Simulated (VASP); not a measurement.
# BiTe2As (R-3m) in VASP: a series of runs

The runs below take BiTe2As through single point, with PBE.

All numbers are computed with VASP 6.6.1; they aren't measurements. Logs are shortened: lines on timing, memory, paths and dates and some standing lists are left out, and cuts for length are marked.

## (1) The cell of the first run

The structure is trigonal, space group R-3m (No. 166). The conventional cell has a = 4.227 Å, b = 4.227 Å, c = 22.312 Å, α = 90.00°, β = 90.00°, γ = 120.00°. Within 4.6 Å of Bi (site symmetry -3m) lie 6 Te at 3.48 Å and 6 Bi at 4.23 Å and 6 As at 4.45 Å. Te (site symmetry 3m) has 3 As at 2.74 Å and 3 Te at 3.47 Å and 3 Bi at 3.48 Å within 3.6 Å. Within 3.6 Å of As (site symmetry -3m) lie 6 Te at 2.74 Å.

## (2) Single point, PBE

INCAR reads:

```
SYSTEM = BiTe2As
PREC     = Accurate       ! precision mode
ENCUT    = 500            ! plane-wave cutoff, eV
EDIFF    = 1E-6           ! SCF threshold, eV
ISMEAR   = 0              ! smearing method
SIGMA    = 0.1            ! smearing width, eV
LREAL    = .FALSE.        ! projectors in reciprocal space
LASPH    = .TRUE.         ! aspherical terms in the spheres
NELM     = 120            ! most SCF steps
ALGO     = Normal         ! electronic algorithm
ISIF     = 2              ! what is computed and relaxed
LWAVE    = .FALSE.        ! write WAVECAR
LCHARG   = .FALSE.        ! write CHGCAR
GGA      = PE             ! functional
NBANDS   = 24             ! bands
GGA_COMPAT= .FALSE.
```

KPOINTS reads:

```
Automatic mesh
0
G
  6 6 6
  0 0 0
```

POSCAR reads:

```
BiTe2As
1.0
    2.1135714166      1.2202710263      7.4374974411
   -2.1135714166      1.2202710263      7.4374974411
    0.0000000000     -2.4405420527      7.4374974411
Bi Te As
1 2 1
Direct
    0.0000000000      0.0000000000      0.0000000000
    0.2220000000      0.2220000000      0.2220000000
    0.7780000000      0.7780000000      0.7780000000
    0.5000000000      0.5000000000      0.5000000000
```

Potentials or basis: VASP PAW PBE potentials, release 64 (Bi_d, Te, As).

On the command line:

```bash
cat potpaw_PBE.64/Bi_d/POTCAR potpaw_PBE.64/Te/POTCAR potpaw_PBE.64/As/POTCAR > POTCAR
mpirun -np 1 vasp_std > vasp.out
```

OUTCAR:

```text
SYSTEM = BiTe2As
   PREC = Accurate
   ENCUT = 500
   EDIFF = 1E-6
   ISMEAR = 0
   LREAL = .FALSE.
   LASPH = .TRUE.
   NELM = 120
   ISIF = 2
   GGA = PE

 ion  position               nearest neighbor table
   1  0.000  0.000  0.000-   3 3.48   3 3.48   2 3.48   2 3.48   3 3.48   2 3.48
   2  0.222  0.222  0.222-   4 2.74   4 2.74   4 2.74   3 3.47   3 3.47   3 3.47   1 3.48   1 3.48
                             1 3.48
   3  0.778  0.778  0.778-   4 2.74   4 2.74   4 2.74   2 3.47   2 3.47   2 3.47   1 3.48   1 3.48
                             1 3.48
   4  0.500  0.500  0.500-   2 2.74   2 2.74   3 2.74   3 2.74   2 2.74   3 2.74

  LATTYP: Found a trigonal (rhomboedric) cell.
 ALAT       =     7.8276825240
 COS(alpha) =     0.8541865978

  Lattice vectors:

 A1 = (   2.1135714166,   1.2202710263,   7.4374974411)
 A2 = (  -2.1135714166,   1.2202710263,   7.4374974411)
 A3 = (   0.0000000000,  -2.4405420527,   7.4374974411)

Analysis of symmetry for initial positions (statically):
=====================================================================
 Subroutine PRICEL returns:
 Original cell was already a primitive cell.

 Routine SETGRP: Setting up the symmetry group for a
 trigonal (rhombohedral) supercell.

 Subroutine GETGRP returns: Found 12 space group operations
 (whereof 12 operations were pure point group operations)
 out of a pool of 12 trial point group operations.

The static configuration has the point symmetry D_3d.

Analysis of symmetry for dynamics (positions and initial velocities):
=====================================================================
 Subroutine PRICEL returns:
 Original cell was already a primitive cell.

 Routine SETGRP: Setting up the symmetry group for a
 trigonal (rhombohedral) supercell.

 Subroutine GETGRP returns: Found 12 space group operations
 (whereof 12 operations were pure point group operations)
 out of a pool of 12 trial point group operations.

The dynamic configuration has the point symmetry D_3d.

 Subroutine INISYM returns: Found 12 space group operations
 (whereof 12 operations are pure point group operations),
 and found     1 'primitive' translations

----------------------------------------------------------------------------------------

                                     Primitive cell

  volume of cell :     115.0936

  direct lattice vectors                    reciprocal lattice vectors
     2.113571417  1.220271026  7.437497441     0.236566409  0.136581680  0.044817943
    -2.113571417  1.220271026  7.437497441    -0.236566409  0.136581680  0.044817943
     0.000000000 -2.440542053  7.437497441     0.000000000 -0.273163360  0.044817943

  length of vectors
     7.827682524  7.827682524  7.827682524     0.276815587  0.276815587  0.276815587

  position of ions in fractional coordinates (direct lattice)
     0.000000000  0.000000000  0.000000000
     0.222000000  0.222000000  0.222000000
     0.778000000  0.778000000  0.778000000
     0.500000000  0.500000000  0.500000000

  ion indices of the primitive-cell ions
   primitive index   ion index
                 1           1
                 2           2
                 3           3
                 4           4

----------------------------------------------------------------------------------------

 KPOINTS: Automatic mesh

Automatic generation of k-mesh.
 Grid dimensions read from file:
 generate k-points for:    6    6    6

 Generating k-lattice:

  Cartesian coordinates                     Fractional coordinates (reciprocal lattice)
     0.039427735  0.022763613  0.007469657     0.166666667  0.000000000 -0.000000000
    -0.039427735  0.022763613  0.007469657     0.000000000  0.166666667 -0.000000000
     0.000000000 -0.045527227  0.007469657    -0.000000000 -0.000000000  0.166666667

  Length of vectors
     0.046135931  0.046135931  0.046135931

  Shift w.r.t. Gamma in fractional coordinates (k-lattice)
     0.000000000  0.000000000  0.000000000

 Subroutine IBZKPT returns following result:
 ===========================================

 Found     32 irreducible k-points:

 Following reciprocal coordinates:
            Coordinates               Weight
  0.000000  0.000000  0.000000      1.000000
  0.166667  0.000000 -0.000000      6.000000
  0.333333 -0.000000 -0.000000      6.000000
  0.500000  0.000000 -0.000000      3.000000
  0.166667  0.166667 -0.000000      6.000000
  0.333333  0.166667 -0.000000     12.000000
[... 16 lines left out ...]
  0.500000  0.500000  0.166667      6.000000
 -0.333333  0.500000  0.166667     12.000000
 [... further k-points ...]
   k-points           NKPTS =     32   k-points in BZ     NKDIM =     32   number of bands    NBANDS=     24
   number of dos      NEDOS =    301   number of ions     NIONS =      4
   total plane-waves  NPLWV = 216000
   dimension x,y,z NGX =    60 NGY =   60 NGZ =   60
   dimension x,y,z NGXF=   120 NGYF=  120 NGZF=  120
   ions per type =               1   2   1
   NGX,Y,Z   is equivalent  to a cutoff of  12.74, 12.74, 12.74 a.u.
   NGXF,Y,Z  is equivalent  to a cutoff of  25.49, 25.49, 25.49 a.u.
 SYSTEM =  BiTe2As
   PREC   = accura    normal or accurate (medium, high low for compatibility)
   ISTART =      0    job   : 0-new  1-cont  2-samecut
   ICHARG =      2    charge: 1-file 2-atom 10-const
   ISPIN  =      1    spin polarized calculation?
   LNONCOLLINEAR =      F non collinear calculations
   LSORBIT =      F    spin-orbit coupling
   LASPH  =      T    aspherical Exc in radial PAW
   ENCUT  =  500.0 eV  36.75 Ry    6.06 a.u.  14.27 14.27 14.27*2*pi/ulx,y,z
   NELM   =    120;   NELMIN=  2; NELMDL= -5     # of ELM steps
   EDIFF  = 0.1E-05   stopping-criterion for ELM
   LREAL  =      F    real-space projection
   EDIFFG = 0.1E-04   stopping-criterion for IOM
   NSW    =      0    number of steps for IOM
   IBRION =     -1    ionic relax: 0-MD 1-quasi-New 2-CG
   NFREE  =      0    steps in history (QN), initial steepest desc. (CG)
   ISIF   =      2    stress and relaxation
   ISYM   =      2    0-nonsym 1-usesym 2-fastsym
   POTIM  = 0.5000    time-step for ionic-motion
   TEBEG  =    0.0;   TEEND  =   0.0 temperature during run
   PSTRESS=    0.0 pullay stress
   NELECT =      32.0000    total number of electrons
   NUPDOWN=      -1.0000    fix difference up-down
   EMIN   =  10.00;   EMAX   =-10.00  energy-range for DOS
   EFERMI =   0.00;   METHOD = LEGACY
   ISMEAR =     0;   SIGMA  =   0.10  broadening in eV -4-tet -1-fermi 0-gaus
   EFERMI_NEDOS =   21; number of points for ismear=-14 and -15
   IALGO  =     38    algorithm
   IMIX   =      4    mixing-type and parameters
     AMIX     =   0.40;   BMIX     =  1.00
     AMIX_MAG =   1.60;   BMIX_MAG =  1.00
  volume/ion in A,a.u.               =      28.77       194.17
  Fermi-wavevector in a.u.,A,eV,Ry     =   1.068500  2.019172 15.533656  1.141692
  Thomas-Fermi vector in A             =   2.204150
   LORBIT       =      0    0 simple, 1 ext, 2 COOP (PROOUT), +10 PAW based schemes
   GGA     = PE    functional components
   LHFCALC =     F    Hartree Fock is set to
   AEXX    =    0.0000 exact exchange contribution
   IVDW    =     0    specifies the selected vdW correction
   LEPSILON=     F    determine dielectric tensor
   LRPA    =     F    only Hartree local field effects (RPA)
 non-spin polarized calculation
 Gauss-broadening in eV      SIGMA  =   0.10
  energy-cutoff  :      500.00
  volume of cell :      115.09
 maximum number of plane-waves:      2974
 NGX is ok and might be reduce to    60
   NGX = 29   NGY = 29   NGZ = 29

 number of electron      31.9999999 magnetization

 Free energy of the ion-electron system (eV)
  ---------------------------------------------------
  ext. energy  EPLUGINS =         0.00000000
  ---------------------------------------------------
  free energy    TOTEN  =       -13.39358817 eV

  energy without entropy =      -13.38194775  energy(sigma->0) =      -13.38776796

 E-fermi :   7.1290     XC(G=0):  -9.7597

 val. band max:        7.1176795625   @ k =   0.3333   0.3333  -0.0000
 cond. band min:       7.1512378715   @ k =   0.5000   0.5000   0.1667
 fundamental gap:      0.0335583089
 Fermi energy:         7.1290293761

 k-point     1 :       0.0000    0.0000    0.0000
  band No.  band energies     occupation
      1     -16.0041      2.00000
      2     -16.0041      2.00000
      3     -16.0025      2.00000
      4     -15.9941      2.00000
      5     -15.9941      2.00000
      6      -8.1620      2.00000
[... 16 lines left out ...]
     23      11.9882      0.00000
     24      11.9882      0.00000

 k-point     2 :       0.1667    0.0000   -0.0000
  band No.  band energies     occupation
      1     -16.0050      2.00000
      2     -15.9995      2.00000
      3     -15.9993      2.00000
      4     -15.9963      2.00000
      5     -15.9946      2.00000
      6      -7.8745      2.00000
[... 16 lines left out ...]
     23      12.7661      0.00000
     24      12.9996      0.00000

 k-point     3 :       0.3333   -0.0000   -0.0000
  band No.  band energies     occupation
      1     -16.0074      2.00000
      2     -16.0008      2.00000
      3     -15.9957      2.00000
      4     -15.9925      2.00000
      5     -15.9901      2.00000
      6      -7.0333      2.00000
[... 16 lines left out ...]
     23      12.2982      0.00000
     24      13.5537      0.00000
[... 514 lines left out ...]
 k-point    23 :       0.5000    0.5000    0.1667
  band No.  band energies     occupation
      1     -16.0074      2.00000
      2     -16.0008      2.00000
      3     -15.9957      2.00000
      4     -15.9924      2.00000
      5     -15.9901      2.00000
      6      -6.9971      2.00000
[... 16 lines left out ...]
     23      13.7486      0.00000
     24      13.9098      0.00000

 k-point    24 :      -0.3333    0.5000    0.1667
  band No.  band energies     occupation
      1     -16.0040      2.00000
      2     -16.0014      2.00000
      3     -15.9974      2.00000
      4     -15.9922      2.00000
      5     -15.9873      2.00000
      6      -6.2013      2.00000
[... 16 lines left out ...]
     23      13.6338      0.00000
     24      14.5768      0.00000

 [... further k-points ...]

------------------------ aborting loop because EDIFF is reached ----------------------------------------

  FORCE on cell =-STRESS in cart. coord.  units (eV):
  Direction    XX          YY          ZZ          XY          YZ          ZX
  --------------------------------------------------------------------------------------
  -------------------------------------------------------------------------------------
  Total        4.8339365      4.8339365      4.2791508      0.0000000     -0.0000000      0.0000000
  in kB       67.2915018     67.2915018     59.5685284      0.0000000     -0.0000000      0.0000000
  external PRESSURE =      64.7171773 kB  Pullay stress =       0.0000000 kB

 VOLUME and BASIS-vectors are now :
 -----------------------------------------------------------------------------
  energy-cutoff  :      500.00
  volume of cell :      115.09
      direct lattice vectors                 reciprocal lattice vectors
     2.113571417  1.220271026  7.437497441     0.236566409  0.136581680  0.044817943
    -2.113571417  1.220271026  7.437497441    -0.236566409  0.136581680  0.044817943
     0.000000000 -2.440542053  7.437497441     0.000000000 -0.273163360  0.044817943

 POSITION                                       TOTAL-FORCE (eV/Angst)
 -----------------------------------------------------------------------------------
      0.00000      0.00000      0.00000         0.000000      0.000000     -0.000000
      0.00000     -0.00000      4.95337         0.000000     -0.000000      2.604033
      0.00000     -0.00000     17.35912         0.000000      0.000000     -2.604033
      0.00000     -0.00000     11.15625         0.000000      0.000000     -0.000000
 -----------------------------------------------------------------------------------
    total drift:                               -0.000000     -0.000000     -0.000000

  FREE ENERGIE OF THE ION-ELECTRON SYSTEM (eV)
  ---------------------------------------------------
  free  energy   TOTEN  =       -13.3935881691 eV

  energy  without entropy=      -13.3819477475  energy(sigma->0) =      -13.38776796
```

Run time: 2.5 min. Hardware: 1 thread of AMD EPYC 9R45 (Zen 5), shared host; peak memory 0.48 GiB.

What came out:

```yaml
Free_energy: -13.3936 eV
Pressure: 6.5 GPa
Largest_force: 2.604 eV/Å
Band_gap_on_the_k_mesh: zero (band 16 reaches 7.89 eV, above the bottom of band 17 at 6.37 eV)
```

Forces on the atoms (eV/Å):
```
Bi   0.000  0.000  0.000
Te   0.000  0.000  2.604
Te   0.000  0.000 -2.604
As   0.000  0.000  0.000
```

Caveat: spin-orbit coupling is left out, which moves the levels of the heavy elements; forces of over 1 eV/Å act on the atoms, so gaps and moduli don't describe the material at rest.

## (3) Single point, PBE

This run uses another cell than the first one, of 30.08 Å³/atom, 1.046 times its volume.

INCAR reads:

```
PREC = Accurate
ENCUT = 500
EDIFF = 1E-6
ISMEAR = 0
SIGMA = 0.1
LREAL = False
LASPH = True
NELM = 120
ALGO = Normal
ISIF = 2
LWAVE = False
LCHARG = False
GGA = PE
NBANDS = 24
GGA_COMPAT = False
```

KPOINTS reads:

```
regular mesh
0
Gamma
  12 12 12
```

POSCAR reads:

```
BiTe2As
1.0
    2.1728343479      1.2544864956      7.3580117175
   -2.1728343479      1.2544864956      7.3580117175
    0.0000000000     -2.5089729913      7.3580117175
Bi Te As
1 2 1
Direct
    0.0000000000      0.0000000000      0.0000000000
    0.2423190102      0.2423190102      0.2423190102
    0.7576809898      0.7576809898      0.7576809898
    0.5000000000      0.5000000000      0.5000000000
```

Potentials or basis: VASP PAW PBE potentials, release 64 (Bi_d, Te, As).

On the command line:

```bash
cat potpaw_PBE.64/Bi_d/POTCAR potpaw_PBE.64/Te/POTCAR potpaw_PBE.64/As/POTCAR > POTCAR
mpirun -np 1 vasp_std > vasp.out
```

Run time: 13 min. Hardware: 1 thread of AMD EPYC 9R45 (Zen 5), shared host; peak memory 0.83 GiB.

Results (log left out):

```
Free energy            : -14.6926 eV
Pressure               : 0.0 GPa
Largest force          : 0.005 eV/Å
Band gap on the k mesh : zero (band 16 reaches 8.09 eV, above the bottom of band 17 at 5.71 eV)
```

Forces on the atoms (eV/Å):
```
Bi   0.000  0.000  0.000
Te   0.000  0.000 -0.005
Te   0.000  0.000  0.005
As   0.000  0.000  0.000
```

Levels at points of the mesh, in eV from the Fermi level:
| k point | band 12 | band 13 | band 14 | band 15 | band 16 | band 17 | band 18 | band 19 | band 20 | band 21 |
| --- | --- | --- | --- | --- | --- | --- | --- | --- | --- | --- |
| (0.00, 0.00, 0.00) | -2.48 | -1.65 | -1.65 | -1.31 | -0.57 | -0.57 | -0.57 | 2.28 | 2.28 | 2.42 |
| (0.50, 0.00, 0.00) | -3.65 | -3.38 | -3.24 | -2.96 | 1.65 | 1.72 | 1.77 | 1.96 | 2.74 | 2.77 |
| (0.50, 0.50, 0.00) | -4.06 | -1.82 | -1.69 | -1.49 | -1.01 | -0.74 | -0.69 | 2.39 | 3.71 | 3.78 |
| (0.50, 0.50, 0.50) | -2.38 | -2.00 | -2.00 | -1.66 | 0.52 | 0.55 | 0.55 | 1.00 | 1.00 | 1.18 |

Caveat: spin-orbit coupling is left out, which moves the levels of the heavy elements.
